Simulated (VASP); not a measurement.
Here is a VASP 6.6.1 calculation.

POSCAR

```
BN
1.0
    0.0000000000      1.8130010000      1.7586109700
    1.8130010000      0.0000000000      1.7586109700
    1.8130010000      1.8130010000      0.0000000000
B N
1 1
Direct
    0.0000000000      0.0000000000      0.0000000000
    0.7500000000      0.7500000000      0.7500000000
```

The input INCAR.step1:

```
PREC = Accurate ; ENCUT = 520
ISMEAR = 0 ; SIGMA = 0.05
LREAL = False ; LASPH = True
NELM = 100 ; NBANDS = 11
GGA = PE ; ALGO = Normal
EDIFF = 1E-4 ; LWAVE = True
LCHARG = False
```

The input INCAR.step2:

```
PREC = Accurate ; ENCUT = 520
EDIFF = 1E-6 ; ISMEAR = 0
SIGMA = 0.05 ; LREAL = False
LASPH = True ; NELM = 100
ALGO = Normal ; ISIF = 2
LWAVE = False ; LCHARG = True
METAGGA = R2SCAN ; LMIXTAU = True
LELF = True ; LVHAR = True
NBANDS = 11 ; ISTART = 1
```

The input KPOINTS:

```
regular mesh
0
Gamma
  12 12 12
```

Potentials or basis: VASP PAW PBE potentials, release 64 (B, N).

Launch:

```console
$ cat potpaw_PBE.64/B/POTCAR potpaw_PBE.64/N/POTCAR > POTCAR
$ cp INCAR.step1 INCAR
$ mpirun -np 1 vasp_std > vasp.out
$ cp INCAR.step2 INCAR
$ mpirun -np 1 vasp_std > vasp.out
```

Q: Estimate the pressure.

A: 8.0 GPa.

Q: What does it give for the band gap on the k mesh?

A: 4.45 eV, indirect (least direct gap 9.30 eV).

Stress tensor (GPa, compression positive):
```
 1.66  0.00  0.00
 0.00  1.66  0.00
 0.00  0.00 20.78
```

Caveat: the cell differs from its parent crystal (strain +0.000 along x and y, -0.030 along z); the PAW data sets were made with another functional, which shifts forces and pressure a little. A k mesh can miss the band edges.
